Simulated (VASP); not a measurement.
## ZrAl2N3: single point with PBE

The system is ZrAl2N3.

```
Zr Al N
1.0
     2.97526    0.00000    0.00000
    -1.48763    2.57665    0.00000
     0.00000    0.00000   15.82411
Zr Al N
2 4 6
Direct
  0.66667 0.33333 0.16936
  0.66667 0.33333 0.83064
  0.33333 0.66667 0.00000
  0.33333 0.66667 0.33932
  0.33333 0.66667 0.66068
  0.66667 0.33333 0.50000
  0.00000 0.00000 0.92290
  0.00000 0.00000 0.26198
  0.00000 0.00000 0.58019
  0.00000 0.00000 0.07710
  0.00000 0.00000 0.41981
  0.00000 0.00000 0.73802
```

| Property | Result |
| --- | --- |
| Program | VASP 6.6.1 |
| Task | single point |
| Functional | PBE |
| Potentials or basis | VASP PAW PBE potentials, release 64 (Zr_sv, Al, N) |
| Cutoff | 520 eV |
| k mesh | 6 × 6 × 1 |
| Occupations | gaussian, width 0.1 eV |
| Spin | no spin polarisation |

```
Pressure               : 0.0 GPa
Largest force          : 0.019 eV/Å
Band gap on the k mesh : zero (bands 33 and 34 overlap by 0.85 eV)
```

Forces in eV/Å, atoms in the order of the input:
```
Zr   0.000  0.000  0.000
Zr   0.000  0.000  0.000
Al   0.000  0.000  0.000
Al   0.000  0.000 -0.001
Al   0.000  0.000  0.001
Al   0.000  0.000  0.000
N    0.000  0.000  0.018
N    0.000  0.000  0.019
N    0.000  0.000  0.005
N    0.000  0.000 -0.018
N    0.000  0.000 -0.005
N    0.000  0.000 -0.019
```

Levels at points of the mesh, in eV from the Fermi level:
```csv
k point,band 29,band 30,band 31,band 32,band 33,band 34,band 35,band 36,band 37,band 38
"(0.00, 0.00, 0.00)",-1.86,-1.25,-1.25,-1.13,0.11,1.45,1.90,2.77,2.77,2.85
"(0.50, 0.00, 0.00)",-2.75,-2.72,-2.17,-1.07,-0.38,0.50,0.84,2.53,2.80,2.83
```

Wall time 41 s on 1 thread of AMD EPYC 9R45 96-Core Processor (Zen 5), with other jobs on the host, peak memory 0.22 GiB.

Caveat: the k points lie up to 0.41 Å⁻¹ apart, too coarse for converged energies and pressures of a metal.
